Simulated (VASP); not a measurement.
Here is a VASP 6.6.1 calculation.

File INCAR:

```
  ALGO = Normal
  DIPOL = 0.5 0.5 0.329
  EDIFF = 1E-7
  EDIFFG = -0.025
  ENCUT = 650
  GGA = CA
  GGA_COMPAT = F
  IBRION = 2
  IDIPOL = 3
  ISIF = 2
  ISMEAR = 0
  KPAR = 4
  LASPH = T
  LCHARG = F
  LDIPOL = T
  LREAL = F
  LWAVE = F
  NELM = 120
  NELMDL = -8
  NELMIN = 4
  NSW = 36
  PREC = Accurate
  SIGMA = 0.1
```

File KPOINTS:

```
k-points
0
Gamma
  6 6 1
```

The input POSCAR:

```
LiAl12
1.0
    5.6336864727      0.0000000000      0.0000000000
   -2.8168432363      4.8789156023      0.0000000000
    0.0000000000      0.0000000000     20.0321727095
Al Li
12 1
Selective dynamics
Direct
    0.3333333333      0.1666666667      0.1996787896  F F F
    0.3333333333      0.6666666667      0.1996787896  F F F
    0.8333333333      0.1666666667      0.1996787896  F F F
    0.8333333333      0.6666666667      0.1996787896  F F F
    0.1666666667      0.3333333333      0.3128097176  F F F
    0.1666666667      0.8333333333      0.3128097176  F F F
    0.6666666667      0.3333333333      0.3128097176  F F F
    0.6666666667      0.8333333333      0.3128097176  F F F
    0.0000000000      0.0000000000      0.4259234799  F F F
    0.0000000000      0.5000000000      0.4259234799  F F F
    0.5000000000      0.0000000000      0.4259234799  F F F
    0.5000000000      0.5000000000      0.4259234799  F F F
    0.1666666667      0.3333333333      0.5181155756  F F T
```

Potentials or basis: VASP PAW LDA potentials, release 64 (Al, Li_sv).

The run is started by

```console
$ cat potpaw_LDA.64/Al/POTCAR potpaw_LDA.64/Li_sv/POTCAR > POTCAR
$ mpirun -np 4 vasp_std > vasp.out
```

Task: Predict the band gap on the k mesh.

Result: Zero (an odd number of electrons rules out a gap without spin polarisation).

Task: Predict the energy gained by relaxing.

Result: 7.8 meV/atom.

The path:
| step | energy change (eV) | largest force on free atoms (eV/Å) | pressure (GPa) |
| --- | --- | --- | --- |
| 1 | 0.0000 | 0.8929 | 0.00 |
| 2 | -0.0343 | 0.7043 | -0.07 |
| 3 | -0.0933 | 0.2294 | -0.24 |
| 4 | -0.1017 | 0.0436 | -0.32 |
| 5 | -0.1020 | 0.0010 | -0.33 |
